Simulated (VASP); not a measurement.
Set up this calculation in VASP 6.6.1, as the native input.

| Item | Value |
| --- | --- |
| Task | single point |
| Functional | revPBE |
| Potentials or basis | VASP PAW PBE potentials, release 64 (Zr_sv, B) |
| Cutoff | 520 eV |
| k mesh | 8 × 8 × 8 |
| Occupations | gaussian, width 0.05 eV |
| Spin | no spin polarisation |
| Dipole correction | no |
| Further INCAR settings | ALGO = Normal; EDIFF = 1e-07; NBANDS = 16 |

The structure of ZrB2 lies in POSCAR:

```
ZrB2
1.0
    3.1648697915      0.0000000000      0.0000000000
   -1.5824348957      2.7408576391      0.0000000000
    0.0000000000      0.0000000000      3.5203008193
Zr B
1 2
Direct
    0.0000000000      0.0000000000      0.0000000000
    0.3333333333      0.6666666667      0.5000000000
    0.6666666667      0.3333333333      0.5000000000
```

These files were run (other wordings do the same):

INCAR

```
SYSTEM = ZrB2
PREC     = Accurate       ! precision mode
ENCUT    = 520            ! plane-wave cutoff, eV
EDIFF    = 1E-7           ! SCF threshold, eV
ISMEAR   = 0              ! smearing method
SIGMA    = 0.05           ! smearing width, eV
LREAL    = .FALSE.        ! projectors in reciprocal space
LASPH    = .TRUE.         ! aspherical terms in the spheres
NELM     = 80             ! most SCF steps
ALGO     = Normal         ! electronic algorithm
ISIF     = 2              ! what is computed and relaxed
LWAVE    = .FALSE.        ! write WAVECAR
LCHARG   = .TRUE.         ! write CHGCAR
GGA      = RE             ! functional
LELF     = .TRUE.         ! ELF
LVHAR    = .TRUE.       
NBANDS   = 16             ! bands
```

KPOINTS

```
Automatic mesh
0
G
  8 8 8
  0 0 0
```

Potentials or basis: VASP PAW PBE potentials, release 64 (Zr_sv, B).

The run is started by

```bash
$ cat potpaw_PBE.64/Zr_sv/POTCAR potpaw_PBE.64/B/POTCAR > POTCAR
$ mpirun -np 1 vasp_std > vasp.out
```

Results of the run:

```json
{
  "Pressure": "5.2 GPa",
  "Band gap on the k mesh": "zero (band 9 reaches 11.23 eV, above the bottom of band 10 at 10.62 eV)"
}
```

Caveat: the PAW data sets were made with another functional, which shifts forces and pressure a little.

Run time: 25 s on 1 thread of Intel Xeon 8259CL, on a shared host, peak memory 0.16 GiB.
